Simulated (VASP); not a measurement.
Runs of VASP 6.6.1 on TiCo. The structure is that of space group Pm-3m (No. 221), or close to it. The cells are those of the table. 

```tsv
task	cell	k mesh	cutoff (eV)	gap on the mesh (eV)	pressure (GPa)	moment (μB)
single point	a = 2.997, b = 2.997, c = 2.903 Å, 2 atoms	18 × 18 × 18	520	none	(b)	0.69
relaxation of cell and atoms	relaxed to 1 GPa from a = 2.929 Å, 2 atoms	14 × 14 × 14	600	none	1.1	0.55
single point	a = 2.968, b = 2.968, c = 2.921 Å, 2 atoms	18 × 18 × 18	520	none	-2.7	(a)
relaxation of cell and atoms	relaxed from a = 2.934 Å, 2 atoms	14 × 14 × 14	600	none	0.0	0.56
```

Alike in all rows: level PBEsol; potentials or basis VASP PAW PBE potentials, release 64 (Ti_sv, Co); spin collinear, ferromagnetic start; smearing gaussian 0.1 eV.

Problem. Fill in the values left out.

Solution. (a) 0.71; (b) -5.0.

Caveats: the PAW data sets were made with another functional, which shifts forces and pressure a little; the cell stands under tension (at least some runs); the relaxation stopped at its first step, so nothing moved (at least some runs); the cell is relaxed towards a set pressure, so the run minimises the enthalpy, not the energy (at least some runs).

A gap of «none» marks levels without a gap at the run's occupations.
